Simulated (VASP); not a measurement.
# ZrAl2N3 (I-4m2) in VASP: a series of runs, part 2 of 2

VASP 6.6.1. The steps go on from the part before.

## Step 5: Single point, PBE

INCAR reads:

```
SYSTEM = ZrAl2N3
PREC = Accurate
ENCUT = 520
EDIFF = 1E-7
ISMEAR = 0
SIGMA = 0.1
LREAL = .FALSE.
LASPH = .TRUE.
NELM = 60
ALGO = Normal
ISIF = 2
LWAVE = .FALSE.
LCHARG = .FALSE.
GGA = PE
NBANDS = 26
```

KPOINTS reads:

```
Automatic mesh
0
G
  16 16 16
  0 0 0
```

POSCAR reads:

```
ZrAl2N3
1.0
   -1.6332226812      1.6332226812      6.8994592071
    1.6332226812     -1.6332226812      6.8994592071
    1.6332226812      1.6332226812     -6.8994592071
Zr Al N
1 2 3
Direct
    0.0000000000      0.0000000000      0.0000000000
    0.6746850116      0.6746850116      0.0000000000
    0.3253149884      0.3253149884      0.0000000000
    0.0988290761      0.5988290761      0.5000000000
    0.4011709239      0.9011709239      0.5000000000
    0.7500000000      0.2500000000      0.5000000000
```

Potentials or basis: VASP PAW PBE potentials, release 64 (Zr_sv, Al, N).

Started as:

```sh
cat potpaw_PBE.64/Zr_sv/POTCAR potpaw_PBE.64/Al/POTCAR potpaw_PBE.64/N/POTCAR > POTCAR
mpirun -np 1 vasp_std > vasp.out
```

OUTCAR:

```text
SYSTEM = ZrAl2N3
   PREC = Accurate
   ENCUT = 520
   EDIFF = 1E-7
   ISMEAR = 0
   LREAL = .FALSE.
   LASPH = .TRUE.
   NELM = 60
   ISIF = 2
   GGA = PE

 ion  position               nearest neighbor table
   1  0.000  0.000  0.000-   4 2.13   5 2.13   4 2.13   5 2.13   3 3.34   2 3.34   2 3.34   2 3.34
                             3 3.34   3 3.34   2 3.34   3 3.34
   2  0.675  0.675  0.000-   6 1.94   6 1.94   4 1.94   4 1.94   3 3.11   3 3.11   3 3.11   3 3.11
                             1 3.34   1 3.34   1 3.34   1 3.34
   3  0.325  0.325  0.000-   6 1.94   6 1.94   5 1.94   5 1.94   2 3.11   2 3.11   2 3.11   2 3.11
                             1 3.34   1 3.34   1 3.34   1 3.34
   4  0.099  0.599  0.500-   2 1.94   2 1.94   1 2.13   1 2.13
   5  0.401  0.901  0.500-   3 1.94   3 1.94   1 2.13   1 2.13
   6  0.750  0.250  0.500-   3 1.94   2 1.94   3 1.94   2 1.94

  LATTYP: Found a body centered tetragonal cell.
 ALAT       =     3.2664453624
 C/A-ratio  =     4.2244448883

  Lattice vectors:

 A1 = (  -1.6332226812,   1.6332226812,   6.8994592071)
 A2 = (   1.6332226812,  -1.6332226812,   6.8994592071)
 A3 = (   1.6332226812,   1.6332226812,  -6.8994592071)

Analysis of symmetry for initial positions (statically):
=====================================================================
 Subroutine PRICEL returns:
 Original cell was already a primitive cell.

 Routine SETGRP: Setting up the symmetry group for a
 body centered tetragonal supercell.

 Subroutine GETGRP returns: Found  8 space group operations
 (whereof  8 operations were pure point group operations)
 out of a pool of 16 trial point group operations.

The static configuration has the point symmetry D_2d.

Analysis of symmetry for dynamics (positions and initial velocities):
=====================================================================
 Subroutine PRICEL returns:
 Original cell was already a primitive cell.

 Routine SETGRP: Setting up the symmetry group for a
 body centered tetragonal supercell.

 Subroutine GETGRP returns: Found  8 space group operations
 (whereof  8 operations were pure point group operations)
 out of a pool of 16 trial point group operations.

The dynamic configuration has the point symmetry D_2d.

 Subroutine INISYM returns: Found  8 space group operations
 (whereof  8 operations are pure point group operations),
 and found     1 'primitive' translations

----------------------------------------------------------------------------------------

                                     Primitive cell

  volume of cell :      73.6149

  direct lattice vectors                    reciprocal lattice vectors
    -1.633222681  1.633222681  6.899459207     0.000000000  0.306143189  0.072469448
     1.633222681 -1.633222681  6.899459207     0.306143189  0.000000000  0.072469448
     1.633222681  1.633222681 -6.899459207     0.306143189  0.306143189  0.000000000

  length of vectors
     7.275807172  7.275807172  7.275807172     0.314603676  0.314603676  0.432951850

  position of ions in fractional coordinates (direct lattice)
     0.000000000  0.000000000  0.000000000
     0.674685012  0.674685012  0.000000000
     0.325314988  0.325314988  0.000000000
     0.098829076  0.598829076  0.500000000
     0.401170924  0.901170924  0.500000000
[... 32 lines left out ...]
 Subroutine IBZKPT returns following result:
 ===========================================

 Found    349 irreducible k-points:

 Following reciprocal coordinates:
            Coordinates               Weight
  0.000000  0.000000  0.000000      1.000000
  0.062500  0.000000  0.000000      8.000000
  0.125000  0.000000  0.000000      8.000000
  0.187500  0.000000  0.000000      8.000000
  0.250000  0.000000  0.000000      8.000000
  0.312500  0.000000  0.000000      8.000000
[... 16 lines left out ...]
 -0.125000  0.062500  0.000000     16.000000
 -0.062500  0.062500  0.000000      4.000000
 [... further k-points ...]
   k-points           NKPTS =    349   k-points in BZ     NKDIM =    349   number of bands    NBANDS=     26
   number of dos      NEDOS =    301   number of ions     NIONS =      6
   total plane-waves  NPLWV = 157464
   dimension x,y,z NGX =    54 NGY =   54 NGZ =   54
   dimension x,y,z NGXF=   108 NGYF=  108 NGZF=  108
   ions per type =               1   2   3
   NGX,Y,Z   is equivalent  to a cutoff of  12.34, 12.34, 12.34 a.u.
   NGXF,Y,Z  is equivalent  to a cutoff of  24.68, 24.68, 24.68 a.u.
 SYSTEM =  ZrAl2N3
   PREC   = accura    normal or accurate (medium, high low for compatibility)
   ISTART =      0    job   : 0-new  1-cont  2-samecut
   ICHARG =      2    charge: 1-file 2-atom 10-const
   ISPIN  =      1    spin polarized calculation?
   LNONCOLLINEAR =      F non collinear calculations
   LSORBIT =      F    spin-orbit coupling
   LASPH  =      T    aspherical Exc in radial PAW
   ENCUT  =  520.0 eV  38.22 Ry    6.18 a.u.  13.53 13.53 13.53*2*pi/ulx,y,z
   NELM   =     60;   NELMIN=  2; NELMDL= -5     # of ELM steps
   EDIFF  = 0.1E-06   stopping-criterion for ELM
   LREAL  =      F    real-space projection
   EDIFFG = 0.1E-05   stopping-criterion for IOM
   NSW    =      0    number of steps for IOM
   IBRION =     -1    ionic relax: 0-MD 1-quasi-New 2-CG
   NFREE  =      0    steps in history (QN), initial steepest desc. (CG)
   ISIF   =      2    stress and relaxation
   ISYM   =      2    0-nonsym 1-usesym 2-fastsym
   POTIM  = 0.5000    time-step for ionic-motion
   TEBEG  =    0.0;   TEEND  =   0.0 temperature during run
   PSTRESS=    0.0 pullay stress
   NELECT =      33.0000    total number of electrons
   NUPDOWN=      -1.0000    fix difference up-down
   EMIN   =  10.00;   EMAX   =-10.00  energy-range for DOS
   EFERMI =   0.00;   METHOD = LEGACY
   ISMEAR =     0;   SIGMA  =   0.10  broadening in eV -4-tet -1-fermi 0-gaus
   EFERMI_NEDOS =   21; number of points for ismear=-14 and -15
   IALGO  =     38    algorithm
   IMIX   =      4    mixing-type and parameters
     AMIX     =   0.40;   BMIX     =  1.00
     AMIX_MAG =   1.60;   BMIX_MAG =  1.00
  volume/ion in A,a.u.               =      12.27        82.80
  Fermi-wavevector in a.u.,A,eV,Ry     =   1.252922  2.367680 21.358626  1.569815
  Thomas-Fermi vector in A             =   2.386800
   LORBIT       =      0    0 simple, 1 ext, 2 COOP (PROOUT), +10 PAW based schemes
   GGA     = PE    functional components
   LHFCALC =     F    Hartree Fock is set to
   AEXX    =    0.0000 exact exchange contribution
   IVDW    =     0    specifies the selected vdW correction
   LEPSILON=     F    determine dielectric tensor
   LRPA    =     F    only Hartree local field effects (RPA)
 non-spin polarized calculation
 Gauss-broadening in eV      SIGMA  =   0.10
  energy-cutoff  :      520.00
  volume of cell :       73.61
 maximum number of plane-waves:      2012
   NGX = 27   NGY = 27   NGZ = 27

 number of electron      33.0000000 magnetization

 Free energy of the ion-electron system (eV)
  ---------------------------------------------------
  ext. energy  EPLUGINS =         0.00000000
  ---------------------------------------------------
  free energy    TOTEN  =       -47.96960087 eV

  energy without entropy =      -47.95903325  energy(sigma->0) =      -47.96431706

 E-fermi :   9.0406     XC(G=0): -10.9267

 val. band max:        9.0386698744   @ k =   0.3125   0.2500   0.0000
 cond. band min:       9.0443693994   @ k =  -0.3125  -0.3125   0.2500
 fundamental gap:      0.0056995249
 Fermi energy:         9.0405521396

 k-point     1 :       0.0000    0.0000    0.0000
  band No.  band energies     occupation
      1     -40.8569      2.00000
      2     -19.0824      2.00000
      3     -18.8141      2.00000
      4     -18.8141      2.00000
      5      -8.2184      2.00000
      6      -6.5556      2.00000
[... 685 lines left out ...]
     25      14.9770      0.00000
     26      16.9489      0.00000

 [... further k-points ...]
[... 5 lines left out ...]
  --------------------------------------------------------------------------------------
  -------------------------------------------------------------------------------------
  Total       -0.0548981     -0.0548981     -0.0248400      0.0000000     -0.0000000      0.0000000
  in kB       -1.1948192     -1.1948192     -0.5406251      0.0000000     -0.0000000      0.0000000
  external PRESSURE =      -0.9767545 kB  Pullay stress =       0.0000000 kB

 VOLUME and BASIS-vectors are now :
 -----------------------------------------------------------------------------
  energy-cutoff  :      520.00
  volume of cell :       73.61
      direct lattice vectors                 reciprocal lattice vectors
    -1.633222681  1.633222681  6.899459207     0.000000000  0.306143189  0.072469448
     1.633222681 -1.633222681  6.899459207     0.306143189  0.000000000  0.072469448
     1.633222681  1.633222681 -6.899459207     0.306143189  0.306143189  0.000000000

 POSITION                                       TOTAL-FORCE (eV/Angst)
 -----------------------------------------------------------------------------------
      0.00000      0.00000      0.00000        -0.000000      0.000000     -0.000000
      0.00000      0.00000      9.30992        -0.000000      0.000000     -0.002221
      0.00000      0.00000      4.48899        -0.000000      0.000000      0.002221
      1.63322      0.00000      1.36373         0.000000     -0.000000      0.030713
      1.63322      0.00000      5.53572         0.000000     -0.000000     -0.030713
     -0.00000      1.63322      3.44973        -0.000000      0.000000     -0.000000
 -----------------------------------------------------------------------------------
    total drift:                                0.000000     -0.000000      0.000000

  FREE ENERGIE OF THE ION-ELECTRON SYSTEM (eV)
  ---------------------------------------------------
  free  energy   TOTEN  =       -47.9696008666 eV

  energy  without entropy=      -47.9590332545  energy(sigma->0) =      -47.96431706
```

stdout:

```text
POSCAR found type information on POSCAR ZrAlN
 POSCAR found :  3 types and       6 ions
 scaLAPACK will be used
 LDA part: xc-table for (Slater+PW92), standard interpolation
 POSCAR, INCAR and KPOINTS ok, starting setup
 FFT: planning ... GRIDC
 FFT: planning ... GRID_SOFT
 FFT: planning ... GRID
 WAVECAR not read
 entering main loop
```

Wall time 35 min (1 thread of Intel Xeon Platinum 8488C (Sapphire Rapids), shared host); peak memory 0.86 GiB.

Results:

* Free energy: -47.9696 eV
* Pressure: -0.1 GPa
* Largest force: 0.031 eV/Å

Forces in eV/Å, atoms in the order of the input:
```
Zr   0.000  0.000  0.000
Al   0.000  0.000 -0.002
Al   0.000  0.000  0.002
N    0.000  0.000  0.031
N    0.000  0.000 -0.031
N    0.000  0.000  0.000
```

## Step 6: Summary

| task | cell | k mesh | cutoff (eV) | gap on the mesh (eV) | pressure (GPa) | largest force (eV/Å) |
| --- | --- | --- | --- | --- | --- | --- |
| single point | a = 7.280 Å, angles 154.1, 154.1, 37.0°, 6 atoms | 8 × 8 × 8 | 520 | none | -0.3 | 0.03 |
| single point | a = 7.467 Å, angles 154.2, 154.2, 36.9°, 6 atoms | 8 × 8 × 8 | 520 | none | -4.5 | 2.65 |
| relaxation of cell and atoms | relaxed from a = 7.467 Å, angles 154.2, 154.2, 36.9°, 6 atoms | 8 × 8 × 8 | 600 | none | -0.1 | 0.01 |
| single point | a = 7.276 Å, angles 154.1, 154.1, 37.0°, 6 atoms | 16 × 16 × 16 | 520 | none | -0.1 | 0.03 |

Alike in all rows: level PBE; potentials or basis VASP PAW PBE potentials, release 64 (Zr_sv, Al, N); no spin polarisation; smearing gaussian 0.1 eV.

Caveats: forces of over 1 eV/Å act on the atoms, so gaps and moduli don't describe the material at rest (some runs).

Total energies depend on the potentials used, so only differences within one code and one set of settings carry meaning.
